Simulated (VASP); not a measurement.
PdPt2S6: single point with PBE

The system is PdPt2S6.

```
Pd Pt S
1.0
     3.57126    0.00000    0.00000
    -1.78563    3.09280    0.00000
     0.00000    0.00000   18.96191
Pd Pt S
1 2 6
Direct
  0.00000 0.00000 0.00000
  0.00000 0.00000 0.33229
  0.00000 0.00000 0.66771
  0.33333 0.66667 0.06487
  0.33333 0.66667 0.39718
  0.33333 0.66667 0.73259
  0.66667 0.33333 0.26741
  0.66667 0.33333 0.60282
  0.66667 0.33333 0.93513
```

```json
{
 "Program": "VASP 6.6.1",
 "Task": "single point",
 "Functional": "PBE",
 "Potentials or basis": "VASP PAW PBE potentials, release 64 (Pd, Pt, S)",
 "Cutoff": "520 eV",
 "k mesh": "12 × 12 × 2",
 "Occupations": "gaussian, width 0.02 eV",
 "Spin": "no spin polarisation"
}
```

The pressure is -0.3 GPa, the largest force is 0.037 eV/Å and the band gap on the k mesh is 1.05 eV (least direct gap 1.19 eV).

Forces on the atoms (eV/Å):
```
Pd   0.000  0.000  0.000
Pt   0.000  0.000 -0.001
Pt   0.000  0.000  0.001
S    0.000  0.000 -0.027
S    0.000  0.000 -0.037
S    0.000  0.000 -0.037
S    0.000  0.000  0.037
S    0.000  0.000  0.037
S    0.000  0.000  0.027
```

Stress tensor (GPa, compression positive):
```
-0.37  0.00  0.00
 0.00 -0.37  0.00
 0.00  0.00 -0.21
```

Levels at points of the mesh, in eV from the valence-band top:
```csv
k point,band 29,band 30,band 31,band 32,band 33,band 34,band 35,band 36,band 37,band 38
"(0.00, 0.00, 0.00)",-0.47,-0.47,-0.32,-0.19,-0.19,2.37,2.37,2.98,2.98,3.01
"(0.50, 0.00, 0.00)",-1.88,-1.82,-1.72,-1.48,-1.31,1.88,2.18,2.55,2.63,2.75
"(0.00, 0.00, 0.50)",-0.47,-0.47,-0.39,-0.19,-0.19,2.37,2.37,2.98,2.98,3.01
"(0.50, 0.00, 0.50)",-1.88,-1.85,-1.64,-1.57,-1.28,1.88,2.18,2.55,2.63,2.76
```

It took 11 min on 1 thread of Intel Xeon 8259CL, on a shared host, peak memory 0.49 GiB.

Caveat: spin-orbit coupling is left out, which moves the levels of the heavy elements; this functional lacks dispersion, which binds the layers, so the pressure and a relaxed spacing across them are unreliable. A k mesh can miss the band edges.
